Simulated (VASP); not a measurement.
# K (Im-3m) in VASP: notebook, part 2 of 2

VASP 6.6.1. Earlier steps stand in the parts before.

### Step 4. Single point, LDA

Input file INCAR:

```
SYSTEM = K
PREC = Accurate
ENCUT = 520
EDIFF = 1E-7
ISMEAR = 1
SIGMA = 0.1
LREAL = .False.
LASPH = .True.
NELM = 80
ALGO = Normal
ISIF = 2
LWAVE = .False.
LCHARG = .False.
GGA = CA
NBANDS = 10
```

Input file KPOINTS:

```
Automatic mesh
0
Gamma
  9 9 9
  0 0 0
```

Input file POSCAR:

```
K
1.0
   -2.5241928768      2.5241928768      2.5241928768
    2.5241928768     -2.5241928768      2.5241928768
    2.5241928768      2.5241928768     -2.5241928768
K
1
Direct
    0.0000000000      0.0000000000      0.0000000000
```

Potentials or basis: VASP PAW LDA potentials, release 64 (K_sv).

Run with:

```
> cat potpaw_LDA.64/K_sv/POTCAR > POTCAR
> mpirun -np 1 vasp_std > vasp.out
```

OUTCAR:

```text
SYSTEM = K
   PREC = Accurate
   ENCUT = 520
   EDIFF = 1E-7
   ISMEAR = 1
   LREAL = .False.
   LASPH = .True.
   NELM = 80
   ISIF = 2
   GGA = CA

 ion  position               nearest neighbor table
   1  0.000  0.000  0.000-

  LATTYP: Found a body centered cubic cell.
 ALAT       =     5.0483857536

  Lattice vectors:

 A1 = (  -2.5241928768,   2.5241928768,   2.5241928768)
 A2 = (   2.5241928768,  -2.5241928768,   2.5241928768)
 A3 = (   2.5241928768,   2.5241928768,  -2.5241928768)

Analysis of symmetry for initial positions (statically):
=====================================================================
 Subroutine PRICEL returns:
 Original cell was already a primitive cell.

 Routine SETGRP: Setting up the symmetry group for a
 body centered cubic supercell.

 Subroutine GETGRP returns: Found 48 space group operations
 (whereof 48 operations were pure point group operations)
 out of a pool of 48 trial point group operations.

The static configuration has the point symmetry O_h .

Analysis of symmetry for dynamics (positions and initial velocities):
=====================================================================
 Subroutine PRICEL returns:
 Original cell was already a primitive cell.

 Routine SETGRP: Setting up the symmetry group for a
 body centered cubic supercell.

 Subroutine GETGRP returns: Found 48 space group operations
 (whereof 48 operations were pure point group operations)
 out of a pool of 48 trial point group operations.

The dynamic configuration has the point symmetry O_h .

 Subroutine INISYM returns: Found 48 space group operations
 (whereof 48 operations are pure point group operations),
 and found     1 'primitive' translations

----------------------------------------------------------------------------------------
[... 113 lines left out ...]
  Fermi-wavevector in a.u.,A,eV,Ry     =   0.849858  1.605999  9.826930  0.722259
  Thomas-Fermi vector in A             =   1.965745
   LORBIT       =      0    0 simple, 1 ext, 2 COOP (PROOUT), +10 PAW based schemes
   GGA     = CA    functional components
   LHFCALC =     F    Hartree Fock is set to
   AEXX    =    0.0000 exact exchange contribution
   IVDW    =     0    specifies the selected vdW correction
   LEPSILON=     F    determine dielectric tensor
   LRPA    =     F    only Hartree local field effects (RPA)
 non-spin polarized calculation
 Methfessel and Paxton  Order N= 1 SIGMA  =   0.10
  energy-cutoff  :      520.00
  volume of cell :       64.33
 maximum number of plane-waves:      1754
 NGX is ok and might be reduce to    36
   NGX = 17   NGY = 17   NGZ = 17

 number of electron       9.0000001 magnetization

 Free energy of the ion-electron system (eV)
  ---------------------------------------------------
  ext. energy  EPLUGINS =         0.00000000
  ---------------------------------------------------
  free energy    TOTEN  =        -1.16810214 eV

  energy without entropy =       -1.16738100  energy(sigma->0) =       -1.16786176

 E-fermi :  -0.0181     XC(G=0):  -6.2254

 val. band max:       -0.0687292376   @ k =  -0.3333   0.4444   0.1111
 cond. band min:       0.0266990421   @ k =   0.4444   0.0000   0.0000
 fundamental gap:      0.0954282797
 Fermi energy:        -0.0181405551

 k-point     1 :       0.0000    0.0000    0.0000
  band No.  band energies     occupation
      1     -31.7501      2.00000
      2     -15.4171      2.00000
      3     -15.4171      2.00000
      4     -15.4171      2.00000
      5      -2.3684      2.00000
      6       4.2727      0.00000
      7       4.2727      0.00000
      8       4.2727      0.00000
      9       5.2999      0.00000
     10       5.2999      0.00000
[... 287 lines left out ...]
 k-point    24 :      -0.4444   -0.4444    0.1111
  band No.  band energies     occupation
      1     -31.7402      2.00000
      2     -15.5182      2.00000
      3     -15.4708      2.00000
      4     -15.4348      2.00000
      5       0.8466     -0.00000
      6       0.9696     -0.00000
      7       2.7875      0.00000
      8       4.2828      0.00000
      9       5.4285      0.00000
     10       6.1478      0.00000

 [... further k-points ...]

------------------------ aborting loop because EDIFF is reached ----------------------------------------

  FORCE on cell =-STRESS in cart. coord.  units (eV):
  Direction    XX          YY          ZZ          XY          YZ          ZX
  --------------------------------------------------------------------------------------
  -------------------------------------------------------------------------------------
  Total       -0.0141995     -0.0141995     -0.0141995      0.0000000     -0.0000000      0.0000000
  in kB       -0.3536362     -0.3536362     -0.3536362      0.0000000     -0.0000000      0.0000000
  external PRESSURE =      -0.3536362 kB  Pullay stress =       0.0000000 kB

 VOLUME and BASIS-vectors are now :
 -----------------------------------------------------------------------------
  energy-cutoff  :      520.00
  volume of cell :       64.33
      direct lattice vectors                 reciprocal lattice vectors
    -2.524192877  2.524192877  2.524192877     0.000000000  0.198083120  0.198083120
     2.524192877 -2.524192877  2.524192877     0.198083120  0.000000000  0.198083120
     2.524192877  2.524192877 -2.524192877     0.198083120  0.198083120  0.000000000

 POSITION                                       TOTAL-FORCE (eV/Angst)
 -----------------------------------------------------------------------------------
      0.00000      0.00000      0.00000        -0.000000      0.000000     -0.000000
 -----------------------------------------------------------------------------------
    total drift:                               -0.000000      0.000000      0.000000

  FREE ENERGIE OF THE ION-ELECTRON SYSTEM (eV)
  ---------------------------------------------------
  free  energy   TOTEN  =        -1.1681021428 eV

  energy  without entropy=       -1.1673809956  energy(sigma->0) =       -1.16786176
```

OSZICAR:

```text
N       E                     dE             d eps       ncg     rms          rms(c)
DAV:   1     0.498635207186E+02    0.49864E+02   -0.35961E+03   700   0.693E+02
DAV:   2     0.560934006629E+00   -0.49303E+02   -0.48448E+02   756   0.206E+02
DAV:   3    -0.110852570007E+01   -0.16695E+01   -0.16585E+01  1028   0.294E+01
DAV:   4    -0.116743879631E+01   -0.58913E-01   -0.58833E-01  1004   0.487E+00
DAV:   5    -0.116995801621E+01   -0.25192E-02   -0.25187E-02  1102   0.654E-01    0.249E+00
DAV:   6    -0.116853898770E+01    0.14190E-02   -0.21635E-03  1036   0.321E-01    0.156E+00
DAV:   7    -0.116808713264E+01    0.45186E-03   -0.34632E-03   960   0.355E-01    0.644E-02
DAV:   8    -0.116809541558E+01   -0.82829E-05   -0.34142E-04  1000   0.182E-01    0.254E-02
DAV:   9    -0.116810267756E+01   -0.72620E-05   -0.11865E-05   952   0.303E-02    0.144E-02
DAV:  10    -0.116810209209E+01    0.58547E-06   -0.59860E-06  1000   0.203E-02    0.233E-03
DAV:  11    -0.116810214284E+01   -0.50746E-07   -0.75837E-08   766   0.239E-03
   1 F= -.11681021E+01 E0= -.11678618E+01  d E =-.721147E-03
```

stdout:

```text
POSCAR found type information on POSCAR K
 POSCAR found :  1 types and       1 ions
 scaLAPACK will be used
 LDA part: xc-table for (Slater(with rela. corr.)+CA(PZ))
 , standard interpolation
 POSCAR, INCAR and KPOINTS ok, starting setup
 FFT: planning ... GRIDC
 FFT: planning ... GRID_SOFT
 FFT: planning ... GRID
 WAVECAR not read
 entering main loop
```

Wall time 9.2 s (1 thread of Intel Xeon 6975P-C (Granite Rapids), shared host); peak memory 0.17 GiB.

What came out:

```yaml
Free_energy: -1.1681 eV
Pressure: 0.0 GPa
```

### Step 5. Single point, LDA

Input file INCAR:

```
PREC     = Accurate       # precision mode
ENCUT    = 520            # plane-wave cutoff, eV
EDIFF    = 1E-6           # SCF threshold, eV
ISMEAR   = 1              # smearing method
SIGMA    = 0.2            # smearing width, eV
LREAL    = F              # projectors in reciprocal space
LASPH    = T              # aspherical terms in the spheres
NELM     = 80             # most SCF steps
ALGO     = Normal         # electronic algorithm
ISIF     = 2              # what is computed and relaxed
LWAVE    = F              # write WAVECAR
LCHARG   = T              # write CHGCAR
LELF     = T              # ELF
LVHAR    = T            
NBANDS   = 10             # bands
```

Input file KPOINTS:

```
regular mesh
0
Gamma
  9 9 9
```

POSCAR is that of step 4.

Run with:

```
> cat potpaw_LDA.64/K_sv/POTCAR > POTCAR
> mpirun -np 1 vasp_std > vasp.out
```

Wall time 9.9 s (1 thread of Intel Xeon 6975P-C (Granite Rapids), shared host); peak memory 0.17 GiB.

It converged, with:

```
Free energy : -1.1684 eV
Pressure    : 0.0 GPa
```

Levels at points of the mesh, in eV from the Fermi level:
| k point | band 1 | band 2 | band 3 | band 4 | band 5 | band 6 | band 7 | band 8 | band 9 |
| --- | --- | --- | --- | --- | --- | --- | --- | --- | --- |
| (0.00, 0.00, 0.00) | -31.76 | -15.43 | -15.43 | -15.43 | -2.38 | 4.26 | 4.26 | 4.26 | 5.29 |

### Step 6. Summary

| smearing | gap on the mesh (eV) | pressure (GPa) |
| --- | --- | --- |
| methfessel-paxton 1 eV | none | 0.0 |
| methfessel-paxton 0.01 eV | none | 0.0 |
| methfessel-paxton 0.1 eV | none | 0.0 |
| methfessel-paxton 0.2 eV | none | 0.0 |

Alike in all rows: task single point; level LDA; potentials or basis VASP PAW LDA potentials, release 64 (K_sv); no spin polarisation; cell as given; k mesh 9 × 9 × 9; cutoff (eV) 520.

Every run on the cell as given and a fine mesh finds a metal.

Absolute energies hang on the potentials; compare differences alone.
